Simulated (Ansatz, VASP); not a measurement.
**GaAs in VASP and in Ansatz**

```
Ga As
1.0
     0.00000    2.82685    2.82685
     2.82685    0.00000    2.82685
     2.82685    2.82685    0.00000
Ga As
1 1
Direct
  0.00000 0.00000 0.00000
  0.75000 0.75000 0.75000
```

Alike in both runs: task single point; functional PBE; k mesh 11 × 11 × 11; occupations fermi-dirac, width 0.05 eV; no spin polarisation.

|  | VASP | Ansatz |
| --- | --- | --- |
| version | VASP 6.6.1 | Ansatz 0.2.0 |
| potentials or method | VASP PAW PBE potentials, release 64 (Ga_d, As), cutoff 520 eV | all-electron LAPW, scalar-relativistic |

```csv
,VASP,Ansatz,Ansatz less VASP
pressure (GPa),3.5,3.4,-0.11
```

Ansatz ran all-electron here, and VASP with PAW potentials.
